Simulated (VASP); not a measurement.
Set up this calculation in VASP 6.6.1, as the native input.

- Task: single point
- Functional: LDA
- Potentials or basis: VASP PAW LDA potentials, release 64 (Zn, K_sv, F)
- Cutoff: 520 eV
- k mesh: 7 × 7 × 7
- Occupations: fermi-dirac, width 0.05 eV
- Spin: no spin polarisation
- Dipole correction: no
- Further INCAR settings: ALGO = Normal; EDIFF = 1e-07; NBANDS = 29

The structure of KZnF3 lies in POSCAR:

```
KZnF3
1.0
    4.0500000000      0.0000000000      0.0000000000
    0.0000000000      4.0500000000      0.0000000000
    0.0000000000      0.0000000000      4.0500000000
Zn K F
1 1 3
Direct
    0.5000000000      0.5000000000      0.5000000000
    0.0000000000      0.0000000000      0.0000000000
    0.5000000000      0.0000000000      0.5000000000
    0.0000000000      0.5000000000      0.5000000000
    0.5000000000      0.5000000000      0.0000000000
```

These files were run (other wordings do the same):

INCAR

```
ALGO     = Normal         # electronic algorithm
EDIFF    = 1E-7           # SCF threshold, eV
ENCUT    = 520            # plane-wave cutoff, eV
GGA      = CA             # functional
ISIF     = 2              # what is computed and relaxed
ISMEAR   = -1             # smearing method
LASPH    = T              # aspherical terms in the spheres
LCHARG   = F              # write CHGCAR
LREAL    = F              # projectors in reciprocal space
LWAVE    = F              # write WAVECAR
NBANDS   = 29             # bands
NELM     = 60             # most SCF steps
PREC     = Accurate       # precision mode
SIGMA    = 0.05           # smearing width, eV
```

KPOINTS

```
k-points
0
Gamma
  7 7 7
```

Potentials or basis: VASP PAW LDA potentials, release 64 (Zn, K_sv, F).

Launch:

```bash
$ cat potpaw_LDA.64/Zn/POTCAR potpaw_LDA.64/K_sv/POTCAR potpaw_LDA.64/F/POTCAR > POTCAR
$ mpirun -np 1 vasp_std > vasp.out
```

It gave:

* Pressure: -4.4 GPa
* Band gap on the k mesh: 3.71 eV (least direct gap 5.39 eV)

Caveat: the cell stands under tension; an odd mesh through Γ misses points on the zone boundary, where band edges can lie.

Run time: 64 s on 1 thread of Intel Xeon 8259CL (shared host), peak memory 0.17 GiB.
